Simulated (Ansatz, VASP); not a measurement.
**Sr: VASP beside Ansatz**

```
CELL_PARAMETERS angstrom
4.60707 0.00000 0.00000
-2.30353 3.19067 0.00000
0.00000 0.00000 7.03880
ATOMIC_POSITIONS crystal
Sr 0.33333 0.66667 0.25000
Sr 0.66667 0.33333 0.75000
```

Change from the starting cell: strain +e along x and -e along y +0.1100, strain +e along z and -e/2 along x and y +0.0233.

Alike in both runs: task single point; functional PBEsol; k mesh 12 × 12 × 8; occupations gaussian, width 0.15 eV; no spin polarisation.

|  | VASP | Ansatz |
| --- | --- | --- |
| version | VASP 6.6.1 | Ansatz 0.2.0 |
| potentials or method | VASP PAW PBE potentials, release 64 (Sr_sv), cutoff 520 eV | scalar-relativistic, plane waves, PAW |
| valence electrons in the cell | 20 | 20 |

|  | VASP | Ansatz | Ansatz less VASP |
| --- | --- | --- | --- |
| gap on the k mesh at the Fermi level (eV) | none | none | - |
| pressure (GPa) | 0.2 | 0.1 | -0.01 |
| traceless stress, the component that is largest in VASP (GPa) | 1.75 | 1.75 | -0.001 |
| rms of the force components (eV/Å) | 0.102 | 0.101 | -0.0004 |

VASP's potentials were made for PBE, not for PBEsol. Atom by atom the forces differ by 0.000 eV/Å (rms over components). A gap of «none» marks a metal or a gap that the smearing closes.
